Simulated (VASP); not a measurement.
A run of VASP 6.6.1 is set up as follows.

File INCAR:

```
PREC = Accurate
ENCUT = 520
EDIFF = 1E-7
ISMEAR = 0
SIGMA = 0.05
LREAL = F
LASPH = T
NELM = 150
ALGO = Normal
ISIF = 2
LWAVE = F
LCHARG = F
ISPIN = 2
MAGMOM = 0 0 0 0 0 0 1
LORBIT = 11
LDIPOL = T
IDIPOL = 3
DIPOL = 0.5 0.5 0.354
GGA = PE
NBANDS = 44
```

Contents of KPOINTS:

```
Automatic mesh
0
Gamma
  8 8 1
```

The input POSCAR:

```
Ga3N3F
1.0
    3.2162589369      0.0000000000      0.0000000000
    0.0000000000      3.2162589369      0.0000000000
    0.0000000000      0.0000000000     21.2191304883
N Ga F
3 3 1
Direct
    0.0000000000      0.5000000000      0.1885091381
    0.5000000000      0.0000000000      0.2956878233
    0.0000000000      0.5000000000      0.4029985063
    0.5000000000      0.5000000000      0.2420984807
    0.0000000000      0.0000000000      0.3470956739
    0.5000000000      0.5000000000      0.4580362279
    0.5000000000      0.5000000000      0.5401340701
```

Potentials or basis: VASP PAW PBE potentials, release 64 (N, Ga_d, F).

The run is started by

```console
$ cat potpaw_PBE.64/N/POTCAR potpaw_PBE.64/Ga_d/POTCAR potpaw_PBE.64/F/POTCAR > POTCAR
$ mpirun -np 1 vasp_std > vasp.out
```

Task: Estimate the largest force.

Result: 2.541 eV/Å.

Task: Estimate the net moment.

Result: 0.00 μB per cell.

Forces on the atoms (eV/Å):
```
N    0.000  0.000  1.462
N    0.000  0.000  1.496
N    0.000  0.000  1.841
Ga   0.000  0.000 -2.541
Ga   0.000  0.000 -0.841
Ga   0.000  0.000 -1.571
F    0.000  0.000  0.153
```
